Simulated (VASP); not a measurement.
The system is Mg2ZnS3.

```
Mg Zn S
1.0
     6.49939    0.00000    0.00000
    -3.24969    5.62863    0.00000
     0.00000    0.00000    3.53714
Mg Zn S
2 1 3
Cartesian
  0.0000 3.7524 0.0000
  3.2497 1.8762 0.0000
  0.0000 0.0000 0.0000
  3.2497 0.0000 1.7686
  -1.6248 2.8143 1.7686
  1.6248 2.8143 1.7686
```

The cell was built from a structure type or drawn by symmetry, and may not be a known phase.

* Program: VASP 6.6.1
* Task: relaxation of cell and atoms
* Functional: PBE
* Potentials or basis: VASP PAW PBE potentials, release 64 (Mg_sv, Zn, S)
* Cutoff: 750 eV
* k mesh: 3 × 3 × 6
* Occupations: gaussian, width 0.1 eV
* Spin: no spin polarisation

At the start: pressure -0.5 GPa; volume 21.57 Å³/atom.

Q: Where does the relaxation end?

A: Over 4 steps the energy falls by 2.8 meV/atom and the volume is 21.12 Å³/atom (-2.1 %); space group P6/mmm (No. 191, to 0.1 Å) before and after.

The path:
```csv
step,energy change (eV),largest force (eV/Å),pressure (GPa),volume (Å³)
1,0.0000,0.0000,-0.50,129.40
2,-0.0085,0.0000,-0.17,128.13
3,-0.0139,0.0000,0.40,126.05
4,-0.0166,0.0000,-0.03,126.72
```

Final structure:
```xyz
6
Lattice="6.3823 0.0000 0.0000 -3.1912 5.5272 0.0000 0.0000 0.0000 3.5921" Properties=species:S:1:pos:R:3 pbc="T T T"
Mg    0.0000    3.6848    0.0000
Mg    3.1912    1.8424    0.0000
Zn    0.0000    0.0000    0.0000
S     3.1912    0.0000    1.7960
S    -1.5956    2.7636    1.7960
S     1.5956    2.7636    1.7960
```

Caveat: the k points lie up to 0.38 Å⁻¹ apart in the final cell, too coarse for converged energies and pressures of a metal.
